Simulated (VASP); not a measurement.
Runs of VASP 6.6.1 on Ti. The structure is that of space group P6_3/mmc (No. 194), or close to it. The cells are those of the table. 

```csv
task,spin,cell,k mesh,cutoff (eV),smearing,gap on the mesh (eV),pressure (GPa)
single point,off,"a = 2.901, b = 2.901, c = 4.595 Å, angles 90.0, 90.0, 120.0°, 2 atoms",12 × 12 × 7,520,fermi-dirac 0.1 eV,none,-0.2
single point,off,"a = 2.780, b = 2.780, c = 4.404 Å, angles 90.0, 90.0, 120.0°, 2 atoms",20 × 20 × 11,520,fermi-dirac 0.1 eV,none,18.4
single point,off,"a = 2.976, b = 2.976, c = 4.715 Å, angles 90.0, 90.0, 120.0°, 2 atoms",20 × 20 × 11,520,fermi-dirac 0.1 eV,none,(a)
single point,"collinear, ferromagnetic start","a = 2.901, b = 2.901, c = 4.593 Å, angles 90.0, 90.0, 120.0°, 2 atoms",12 × 12 × 7,520,fermi-dirac 0.05 eV,none,-0.2
single point,off,"a = 2.901, b = 2.901, c = 4.595 Å, angles 90.0, 90.0, 120.0°, 2 atoms",20 × 20 × 11,520,fermi-dirac 0.1 eV,none,(b)
relaxation of cell and atoms,off,"relaxed from a = 2.950, b = 2.950, c = 4.686 Å, angles 90.0, 90.0, 120.0°, 2 atoms",12 × 12 × 7,600,fermi-dirac 0.1 eV,none,0.0
single point,off,"a = 2.862, b = 2.862, c = 4.533 Å, angles 90.0, 90.0, 120.0°, 2 atoms",20 × 20 × 11,520,fermi-dirac 0.1 eV,none,4.9
single point,off,"a = 2.939, b = 2.939, c = 4.656 Å, angles 90.0, 90.0, 120.0°, 2 atoms",20 × 20 × 11,520,fermi-dirac 0.1 eV,none,-4.5
```

Alike in all rows: level PBEsol; potentials or basis VASP PAW PBE potentials, release 64 (Ti_sv).

**Question.** Fill in the values left out.

**Answer.** (a) -8.1; (b) -0.3.

Caveats: the PAW data sets were made with another functional, which shifts forces and pressure a little.

A gap of «none» marks levels without a gap at the run's occupations.
